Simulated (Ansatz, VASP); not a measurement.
## Li2S in VASP and in Ansatz

The input INCAR:

```
SYSTEM = Li2S
  PREC = Accurate
  ENCUT = 750
  EDIFF = 1E-6
  ISMEAR = -1
  SIGMA = 0.008617333262145177
  LREAL = .FALSE.
  LASPH = .TRUE.
  NELM = 120
  ALGO = Normal
  ISIF = 2
  LWAVE = .FALSE.
  LCHARG = .TRUE.
  GGA = PE
  LELF = .TRUE.
  LVHAR = .TRUE.
  NBANDS = 13
  GGA_COMPAT = .FALSE.
```

The input KPOINTS:

```
Automatic mesh
0
G
  4 4 4
  0 0 0
```

POSCAR

```
Li2S
1.0
    0.0000000000      2.8351678429      2.8351678429
    2.8351678429      0.0000000000      2.8351678429
    2.8351678429      2.8351678429      0.0000000000
Li S
2 1
Direct
    0.7500000000      0.7500000000      0.7500000000
    0.2500000000      0.2500000000      0.2500000000
    0.0000000000      0.0000000000      0.0000000000
```

Input for Ansatz:

```yaml
crystal:
  lattice:
    - [0.0, 2.8351678429, 2.8351678429]
    - [2.8351678429, 0.0, 2.8351678429]
    - [2.8351678429, 2.8351678429, 0.0]
  atoms:
    - { symbol: Li, position: [0.75, 0.75, 0.75] }
    - { symbol: Li, position: [0.25, 0.25, 0.25] }
    - { symbol: S, position: [0.0, 0.0, 0.0] }
basis:
  ecutwfc: 420
kpoints:
  mp_grid: { grid: [4, 4, 4] }
hamiltonian:
  xc: pbe
scf:
  occupations: { method: fermi_dirac, width: "100 K" }
  max_iter: 20
output:
  forces: true
  stress: true
  eigenvalues: true
  optics: { e_range: [0, 10], sigma: 0.2 }
```

Alike in both runs: task single point; functional PBE; k mesh 4 × 4 × 4; no spin polarisation.

|  | VASP | Ansatz |
| --- | --- | --- |
| version | VASP 6.6.1 | Ansatz 0.2.0 |
| potentials or method | VASP PAW PBE potentials, release 64 (Li_sv, S), cutoff 750 eV | scalar-relativistic, plane waves, PAW |
| occupations | fermi-dirac, width 0.00861733 eV | fermi-dirac |
| valence electrons in the cell | 12 | 12 |

Ansatz gave:

| Item | Value |
| --- | --- |
| gap on the k mesh at the Fermi level (eV) | 3.38 |
| least direct gap on the mesh (eV) | 4.34 |
| pressure (GPa) | 0.8 |

Estimate VASP's values.

gap on the k mesh at the Fermi level (eV): 3.37; least direct gap on the mesh (eV): 4.34; pressure (GPa): 0.6.

The k mesh is coarse, so the values compare programs but aren't converged.
